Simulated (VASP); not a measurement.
# GaSb (I-4m2) in VASP: notebook

GaSb is run at these levels: PBE; tasks: single point.

Everything below comes from runs of VASP 6.6.1. Logs are shortened: lines on timing, memory, paths and dates and some standing lists are left out, and cuts for length are marked.

**1. The cell of the first run**

It takes space group I-4m2 (No. 119, tetragonal). Conventional cell: a = 5.255 Å, b = 5.255 Å, c = 3.162 Å, α = 90.00°, β = 90.00°, γ = 90.00°. Ga (site symmetry -4m2) has 8 Sb at 2.74 to 3.54 Å and 2 Ga at 3.16 Å within 3.6 Å. Within 3.6 Å of Sb (site symmetry -4m2) lie 8 Ga at 2.74 to 3.54 Å and 2 Sb at 3.16 Å.

**2. Single point, PBE**

The input, INCAR:

```
PREC = Accurate
ENCUT = 520
EDIFF = 1E-7
ISMEAR = 0
SIGMA = 0.15
LREAL = F
LASPH = T
NELM = 60
ALGO = Normal
ISIF = 2
LWAVE = F
LCHARG = F
GGA = PE
NBANDS = 16
```

The input, KPOINTS:

```
Automatic mesh
0
Gamma
  16 16 16
```

The input, POSCAR:

```
GaSb
1.0
   -2.6274500000      2.6274500000      1.5810862174
    2.6274500000     -2.6274500000      1.5810862174
    2.6274500000      2.6274500000     -1.5810862174
Ga Sb
1 1
Direct
    0.2500000000      0.7500000000      0.5000000000
    0.0000000000      0.0000000000      0.0000000000
```

Potentials or basis: VASP PAW PBE potentials, release 64 (Ga_d, Sb).

The run is started by

```sh
> cat potpaw_PBE.64/Ga_d/POTCAR potpaw_PBE.64/Sb/POTCAR > POTCAR
> mpirun -np 1 vasp_std > vasp.out
```

OUTCAR:

```text
PREC = Accurate
   ENCUT = 520
   EDIFF = 1E-7
   ISMEAR = 0
   LREAL = F
   LASPH = T
   NELM = 60
   ISIF = 2
   GGA = PE

 ion  position               nearest neighbor table
   1  0.250  0.750  0.500-   2 2.74   2 2.74   2 2.74   2 2.74
   2  0.000  0.000  0.000-   1 2.74   1 2.74   1 2.74   1 2.74

  LATTYP: Found a body centered tetragonal cell.
 ALAT       =     5.2549000000
 C/A-ratio  =     0.6017569192

  Lattice vectors:

 A1 = (  -2.6274500000,   2.6274500000,   1.5810862174)
 A2 = (   2.6274500000,  -2.6274500000,   1.5810862174)
 A3 = (   2.6274500000,   2.6274500000,  -1.5810862174)

Analysis of symmetry for initial positions (statically):
=====================================================================
 Subroutine PRICEL returns:
 Original cell was already a primitive cell.

 Routine SETGRP: Setting up the symmetry group for a
 body centered tetragonal supercell.

 Subroutine GETGRP returns: Found  8 space group operations
 (whereof  8 operations were pure point group operations)
 out of a pool of 16 trial point group operations.

The static configuration has the point symmetry D_2d.

Analysis of symmetry for dynamics (positions and initial velocities):
=====================================================================
 Subroutine PRICEL returns:
 Original cell was already a primitive cell.

 Routine SETGRP: Setting up the symmetry group for a
 body centered tetragonal supercell.

 Subroutine GETGRP returns: Found  8 space group operations
 (whereof  8 operations were pure point group operations)
 out of a pool of 16 trial point group operations.

The dynamic configuration has the point symmetry D_2d.

 Subroutine INISYM returns: Found  8 space group operations
 (whereof  8 operations are pure point group operations),
 and found     1 'primitive' translations

----------------------------------------------------------------------------------------

                                     Primitive cell

  volume of cell :      43.6601

  direct lattice vectors                    reciprocal lattice vectors
    -2.627450000  2.627450000  1.581086217     0.000000000  0.190298578  0.316238289
     2.627450000 -2.627450000  1.581086217     0.190298578  0.000000000  0.316238289
     2.627450000  2.627450000 -1.581086217     0.190298578  0.190298578  0.000000000

  length of vectors
     4.038170456  4.038170456  4.038170456     0.369080214  0.369080214  0.269122831

  position of ions in fractional coordinates (direct lattice)
     0.250000000  0.750000000  0.500000000
     0.000000000  0.000000000  0.000000000

  ion indices of the primitive-cell ions
   primitive index   ion index
                 1           1
                 2           2

----------------------------------------------------------------------------------------

 KPOINTS: Automatic mesh

Automatic generation of k-mesh.
 Grid dimensions read from file:
 generate k-points for:   16   16   16

 Generating k-lattice:

  Cartesian coordinates                     Fractional coordinates (reciprocal lattice)
     0.000000000  0.011893661  0.019764893     0.062500000  0.000000000  0.000000000
     0.011893661  0.000000000  0.019764893     0.000000000  0.062500000  0.000000000
     0.011893661  0.011893661  0.000000000     0.000000000  0.000000000  0.062500000

  Length of vectors
     0.023067513  0.023067513  0.016820177

  Shift w.r.t. Gamma in fractional coordinates (k-lattice)
     0.000000000  0.000000000  0.000000000

 Subroutine IBZKPT returns following result:
 ===========================================

 Found    349 irreducible k-points:

 Following reciprocal coordinates:
            Coordinates               Weight
  0.000000  0.000000  0.000000      1.000000
  0.062500  0.000000 -0.000000      8.000000
  0.125000  0.000000 -0.000000      8.000000
  0.187500  0.000000 -0.000000      8.000000
  0.250000  0.000000 -0.000000      8.000000
  0.312500  0.000000  0.000000      8.000000
[... 16 lines left out ...]
 -0.125000  0.062500  0.000000     16.000000
 -0.062500  0.062500  0.000000      4.000000
 [... further k-points ...]
   k-points           NKPTS =    349   k-points in BZ     NKDIM =    349   number of bands    NBANDS=     16
   number of dos      NEDOS =    301   number of ions     NIONS =      2
   total plane-waves  NPLWV =  27000
   dimension x,y,z NGX =    30 NGY =   30 NGZ =   30
   dimension x,y,z NGXF=    60 NGYF=   60 NGZF=   60
   ions per type =               1   1
   NGX,Y,Z   is equivalent  to a cutoff of  12.35, 12.35, 12.35 a.u.
   NGXF,Y,Z  is equivalent  to a cutoff of  24.70, 24.70, 24.70 a.u.
 SYSTEM =  unknown system
   PREC   = accura    normal or accurate (medium, high low for compatibility)
   ISTART =      0    job   : 0-new  1-cont  2-samecut
   ICHARG =      2    charge: 1-file 2-atom 10-const
   ISPIN  =      1    spin polarized calculation?
   LNONCOLLINEAR =      F non collinear calculations
   LSORBIT =      F    spin-orbit coupling
   LASPH  =      T    aspherical Exc in radial PAW
   ENCUT  =  520.0 eV  38.22 Ry    6.18 a.u.   7.51  7.51  7.51*2*pi/ulx,y,z
   NELM   =     60;   NELMIN=  2; NELMDL= -5     # of ELM steps
   EDIFF  = 0.1E-06   stopping-criterion for ELM
   LREAL  =      F    real-space projection
   EDIFFG = 0.1E-05   stopping-criterion for IOM
   NSW    =      0    number of steps for IOM
   IBRION =     -1    ionic relax: 0-MD 1-quasi-New 2-CG
   NFREE  =      0    steps in history (QN), initial steepest desc. (CG)
   ISIF   =      2    stress and relaxation
   ISYM   =      2    0-nonsym 1-usesym 2-fastsym
   POTIM  = 0.5000    time-step for ionic-motion
   TEBEG  =    0.0;   TEEND  =   0.0 temperature during run
   PSTRESS=    0.0 pullay stress
   NELECT =      18.0000    total number of electrons
   NUPDOWN=      -1.0000    fix difference up-down
   EMIN   =  10.00;   EMAX   =-10.00  energy-range for DOS
   EFERMI =   0.00;   METHOD = LEGACY
   ISMEAR =     0;   SIGMA  =   0.15  broadening in eV -4-tet -1-fermi 0-gaus
   EFERMI_NEDOS =   21; number of points for ismear=-14 and -15
   IALGO  =     38    algorithm
   IMIX   =      4    mixing-type and parameters
     AMIX     =   0.40;   BMIX     =  1.00
     AMIX_MAG =   1.60;   BMIX_MAG =  1.00
  volume/ion in A,a.u.               =      21.83       147.32
  Fermi-wavevector in a.u.,A,eV,Ry     =   1.218440  2.302518 20.199158  1.484596
  Thomas-Fermi vector in A             =   2.353726
   LORBIT       =      0    0 simple, 1 ext, 2 COOP (PROOUT), +10 PAW based schemes
   GGA     = PE    functional components
   LHFCALC =     F    Hartree Fock is set to
   AEXX    =    0.0000 exact exchange contribution
   IVDW    =     0    specifies the selected vdW correction
   LEPSILON=     F    determine dielectric tensor
   LRPA    =     F    only Hartree local field effects (RPA)
 non-spin polarized calculation
 Gauss-broadening in eV      SIGMA  =   0.15
  energy-cutoff  :      520.00
  volume of cell :       43.66
 maximum number of plane-waves:      1193
   NGX = 15   NGY = 15   NGZ = 15

 number of electron      17.9999987 magnetization

 Free energy of the ion-electron system (eV)
  ---------------------------------------------------
  ext. energy  EPLUGINS =         0.00000000
  ---------------------------------------------------
  free energy    TOTEN  =        -6.87711058 eV

  energy without entropy =       -6.86910779  energy(sigma->0) =       -6.87310918

 E-fermi :   7.7726     XC(G=0): -10.6948

 val. band max:        7.7659965948   @ k =   0.1250   0.1250  -0.0000
 cond. band min:       7.7758685307   @ k =   0.4375   0.3750   0.0000
 fundamental gap:      0.0098719358
 Fermi energy:         7.7725754788

 k-point     1 :       0.0000    0.0000    0.0000
  band No.  band energies     occupation
      1      -7.3487      2.00000
      2      -7.2685      2.00000
      3      -7.2610      2.00000
      4      -7.2297      2.00000
      5      -7.2297      2.00000
      6      -4.9701      2.00000
[... 8 lines left out ...]
     15      17.6926      0.00000
     16      18.7148      0.00000

 k-point     2 :       0.0625    0.0000   -0.0000
  band No.  band energies     occupation
      1      -7.3434      2.00000
      2      -7.2694      2.00000
      3      -7.2600      2.00000
      4      -7.2319      2.00000
      5      -7.2319      2.00000
      6      -4.8912      2.00000
[... 8 lines left out ...]
     15      17.7682      0.00000
     16      18.0997      0.00000

 k-point     3 :       0.1250    0.0000   -0.0000
  band No.  band energies     occupation
      1      -7.3286      2.00000
      2      -7.2722      2.00000
      3      -7.2574      2.00000
      4      -7.2381      2.00000
      5      -7.2378      2.00000
      6      -4.6550      2.00000
[... 8 lines left out ...]
     15      16.8937      0.00000
     16      17.8682      0.00000

 k-point     4 :       0.1875    0.0000   -0.0000
  band No.  band energies     occupation
      1      -7.3076      2.00000
      2      -7.2762      2.00000
      3      -7.2569      2.00000
      4      -7.2467      2.00000
      5      -7.2434      2.00000
      6      -4.2629      2.00000
[... 8 lines left out ...]
     15      16.1488      0.00000
     16      18.0950      0.00000

 k-point     5 :       0.2500    0.0000   -0.0000
  band No.  band energies     occupation
      1      -7.2932      2.00000
      2      -7.2747      2.00000
      3      -7.2650      2.00000
      4      -7.2528      2.00000
      5      -7.2410      2.00000
      6      -3.7198      2.00000
[... 8 lines left out ...]
     15      15.5808      0.00000
     16      18.5864      0.00000

 k-point     6 :       0.3125    0.0000    0.0000
  band No.  band energies     occupation
      1      -7.2988      2.00000
      2      -7.2763      2.00000
      3      -7.2712      2.00000
      4      -7.2411      2.00000
      5      -7.2355      2.00000
      6      -3.0370      2.00000
[... 8 lines left out ...]
     15      15.2354      0.00000
     16      19.2502      0.00000

 k-point     7 :       0.3750    0.0000   -0.0000
  band No.  band energies     occupation
      1      -7.3077      2.00000
      2      -7.2863      2.00000
      3      -7.2747      2.00000
      4      -7.2304      2.00000
      5      -7.2204      2.00000
      6      -2.2443      2.00000
[... 8 lines left out ...]
     15      16.2172      0.00000
     16      20.0141      0.00000

 k-point     8 :       0.4375    0.0000    0.0000
  band No.  band energies     occupation
      1      -7.3144      2.00000
      2      -7.2931      2.00000
      3      -7.2774      2.00000
      4      -7.2268      2.00000
      5      -7.2055      2.00000
      6      -1.4390      2.00000
[... 8 lines left out ...]
     15      17.6994      0.00000
     16      19.8624      0.00000

 k-point     9 :       0.5000    0.0000   -0.0000
  band No.  band energies     occupation
      1      -7.3169      2.00000
      2      -7.2955      2.00000
      3      -7.2783      2.00000
      4      -7.2256      2.00000
      5      -7.2001      2.00000
      6      -1.0036      2.00000
[... 8 lines left out ...]
     15      18.9837      0.00000
     16      19.2432      0.00000
[... 172 lines left out ...]
 k-point    19 :      -0.3750    0.0625    0.0000
  band No.  band energies     occupation
      1      -7.3030      2.00000
      2      -7.2772      2.00000
      3      -7.2705      2.00000
      4      -7.2394      2.00000
      5      -7.2324      2.00000
      6      -2.8127      2.00000
[... 8 lines left out ...]
     15      15.9810      0.00000
     16      18.9761      0.00000

 k-point    20 :      -0.3125    0.0625    0.0000
  band No.  band energies     occupation
      1      -7.2967      2.00000
      2      -7.2750      2.00000
      3      -7.2654      2.00000
      4      -7.2514      2.00000
      5      -7.2376      2.00000
      6      -3.5264      2.00000
[... 8 lines left out ...]
     15      15.8499      0.00000
     16      18.3155      0.00000

 k-point    21 :      -0.2500    0.0625    0.0000
  band No.  band energies     occupation
      1      -7.3064      2.00000
      2      -7.2800      2.00000
      3      -7.2571      2.00000
      4      -7.2460      2.00000
      5      -7.2402      2.00000
      6      -4.1060      2.00000
[... 8 lines left out ...]
     15      16.2653      0.00000
     16      17.8374      0.00000

 k-point    22 :      -0.1875    0.0625    0.0000
  band No.  band energies     occupation
      1      -7.3268      2.00000
      2      -7.2757      2.00000
      3      -7.2563      2.00000
      4      -7.2382      2.00000
      5      -7.2358      2.00000
      6      -4.5368      2.00000
[... 8 lines left out ...]
     15      16.8595      0.00000
     16      17.6660      0.00000

 k-point    23 :      -0.1250    0.0625    0.0000
  band No.  band energies     occupation
      1      -7.3419      2.00000
      2      -7.2718      2.00000
      3      -7.2589      2.00000
      4      -7.2321      2.00000
      5      -7.2306      2.00000
      6      -4.8124      2.00000
[... 8 lines left out ...]
     15      17.4988      0.00000
     16      17.9218      0.00000

 k-point    24 :      -0.0625    0.0625    0.0000
  band No.  band energies     occupation
      1      -7.3479      2.00000
      2      -7.2697      2.00000
      3      -7.2604      2.00000
      4      -7.2298      2.00000
      5      -7.2290      2.00000
      6      -4.9307      2.00000
[... 8 lines left out ...]
     15      17.4936      0.00000
     16      18.5819      0.00000

 [... further k-points ...]

------------------------ aborting loop because EDIFF is reached ----------------------------------------

  FORCE on cell =-STRESS in cart. coord.  units (eV):
  Direction    XX          YY          ZZ          XY          YZ          ZX
  --------------------------------------------------------------------------------------
  -------------------------------------------------------------------------------------
  Total        2.4131943      2.4131943      1.1147336      0.0000000      0.0000000      0.0000000
  in kB       88.5560857     88.5560857     40.9069603      0.0000000      0.0000000      0.0000000
  external PRESSURE =      72.6730439 kB  Pullay stress =       0.0000000 kB

 VOLUME and BASIS-vectors are now :
 -----------------------------------------------------------------------------
  energy-cutoff  :      520.00
  volume of cell :       43.66
      direct lattice vectors                 reciprocal lattice vectors
    -2.627450000  2.627450000  1.581086217     0.000000000  0.190298578  0.316238289
     2.627450000 -2.627450000  1.581086217     0.190298578  0.000000000  0.316238289
     2.627450000  2.627450000 -1.581086217     0.190298578  0.190298578  0.000000000

 POSITION                                       TOTAL-FORCE (eV/Angst)
 -----------------------------------------------------------------------------------
      2.62745     -0.00000      0.79054        -0.000000      0.000000      0.000000
      0.00000      0.00000      0.00000         0.000000     -0.000000     -0.000000
 -----------------------------------------------------------------------------------
    total drift:                                0.000001     -0.000001      0.000000

  FREE ENERGIE OF THE ION-ELECTRON SYSTEM (eV)
  ---------------------------------------------------
  free  energy   TOTEN  =        -6.8771105755 eV

  energy  without entropy=       -6.8691077912  energy(sigma->0) =       -6.87310918
```

Wall time 5.1 min (1 thread of Intel Xeon 8259CL, shared host); peak memory 0.37 GiB.

What came out:

| Property | Result |
| --- | --- |
| Free energy | -6.8771 eV |
| Pressure | 7.3 GPa |
| Band gap on the k mesh | zero (bands 9 and 10 overlap by 5.58 eV) |

Stress tensor (GPa, compression positive):
```
8.86 0.00 0.00
0.00 8.86 0.00
0.00 0.00 4.09
```

Levels at points of the mesh, in eV from the Fermi level:
| k point | band 5 | band 6 | band 7 | band 8 | band 9 | band 10 | band 11 | band 12 | band 13 | band 14 |
| --- | --- | --- | --- | --- | --- | --- | --- | --- | --- | --- |
| (0.00, 0.00, 0.00) | -15.00 | -12.74 | -2.21 | -1.97 | -1.97 | 3.38 | 5.01 | 7.41 | 7.78 | 7.78 |
| (0.50, 0.00, 0.00) | -14.97 | -8.78 | -6.26 | -2.42 | -1.90 | -1.26 | 2.17 | 3.61 | 5.65 | 8.66 |
| (0.50, 0.50, 0.00) | -14.99 | -10.94 | -8.67 | 0.19 | 1.81 | 2.79 | 2.84 | 4.47 | 6.19 | 8.11 |
| (0.50, 0.50, 0.50) | -14.99 | -9.38 | -6.10 | -5.57 | -5.57 | 2.95 | 4.33 | 11.82 | 11.82 | 13.22 |

Caveat: the cell stands under pressure; spin-orbit coupling is left out, which moves the levels of the heavy elements.

[end of part 1 of 2]
